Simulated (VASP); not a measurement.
A run of VASP 6.6.1 is set up as follows.

INCAR

```
PREC = Accurate ; ENCUT = 520
EDIFF = 1E-7 ; ISMEAR = -1
SIGMA = 0.05 ; LREAL = F
LASPH = T ; NELM = 150
ALGO = Normal ; ISIF = 2
LWAVE = F ; LCHARG = F
ISPIN = 2 ; MAGMOM = 4 4 0 0 0 0 0 0
LORBIT = 11 ; LMAXMIX = 4
GGA = PE ; NBANDS = 45
```

The input KPOINTS:

```
regular mesh
0
Gamma
  7 7 4
```

Contents of POSCAR:

```
FeCuSO
1.0
    3.8219000000      0.0000000000      0.0000000000
    0.0000000000      3.8219000000      0.0000000000
    0.0000000000      0.0000000000      8.6450000000
Fe Cu S O
2 2 2 2
Direct
    0.5000000000      0.5000000000      0.0000000000
    0.0000000000      0.0000000000      0.0000000000
    0.0000000000      0.0000000000      0.5000000000
    0.5000000000      0.5000000000      0.5000000000
    0.5000000000      0.0000000000      0.3442000000
    0.0000000000      0.5000000000      0.6558000000
    0.5000000000      0.0000000000      0.9256000000
    0.0000000000      0.5000000000      0.0744000000
```

Potentials or basis: VASP PAW PBE potentials, release 64 (Fe, Cu, S, O).

Command:

```sh
$ cat potpaw_PBE.64/Fe/POTCAR potpaw_PBE.64/Cu/POTCAR potpaw_PBE.64/S/POTCAR potpaw_PBE.64/O/POTCAR > POTCAR
$ mpirun -np 1 vasp_std > vasp.out
```

Task: Estimate the site moments.

Result: Fe +3.65; Cu +0.06; S +0.07; O +0.36 μB.

Task: Predict the net moment.

Result: 8.65 μB per cell.

Task: Predict the pressure.

Result: -1.2 GPa.

Task: What does it give for the largest force?

Result: 0.235 eV/Å.

Forces in eV/Å, atoms in the order of the input:
```
Fe   0.000  0.000  0.000
Fe   0.000  0.000  0.000
Cu   0.000  0.000  0.000
Cu   0.000  0.000  0.000
S    0.000  0.000 -0.003
S    0.000  0.000  0.003
O    0.000  0.000  0.235
O    0.000  0.000 -0.235
```

Caveat: only a ferromagnetic start was run, and an antiferromagnetic order may lie lower in energy.
